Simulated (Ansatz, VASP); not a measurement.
## One calculation of C, two programs

```
CELL_PARAMETERS angstrom
1.22803 0.70900 3.09599
-1.22803 0.70900 3.09599
0.00000 -1.41800 3.09599
ATOMIC_POSITIONS crystal
C 0.16400 0.16400 0.16400
C 0.83600 0.83600 0.83600
```

Change from the starting cell: strain -0.0750 x Voigt [0, 0, 1, 0, 0, 0], atoms carried along.

Alike in both runs: task single point; functional LDA; k mesh 12 × 12 × 12; occupations gaussian, width 0.05 eV; no spin polarisation.

|  | VASP | Ansatz |
| --- | --- | --- |
| version | VASP 6.6.1 | Ansatz 0.2.0 |
| potentials or method | VASP PAW LDA potentials, release 64 (C), cutoff 600 eV | scalar-relativistic, plane waves, PAW |
| valence electrons in the cell | 8 | 8 |

```csv
,VASP,Ansatz,Ansatz less VASP
gap on the k mesh at the Fermi level (eV),1.11,1.11,+0.001
least direct gap on the mesh (eV),1.15,1.15,-0.002
pressure (GPa),-3.0,-3.4,-0.37
"traceless stress, the component that is largest in VASP (GPa)",5.36,6.11,+0.744
rms of the force components (eV/Å),0.450,0.454,+0.0034
```

LDA's correlation is that of Perdew and Zunger in VASP and of Perdew and Wang (1992) in Ansatz. Atom by atom the forces differ by 0.003 eV/Å (rms over components).
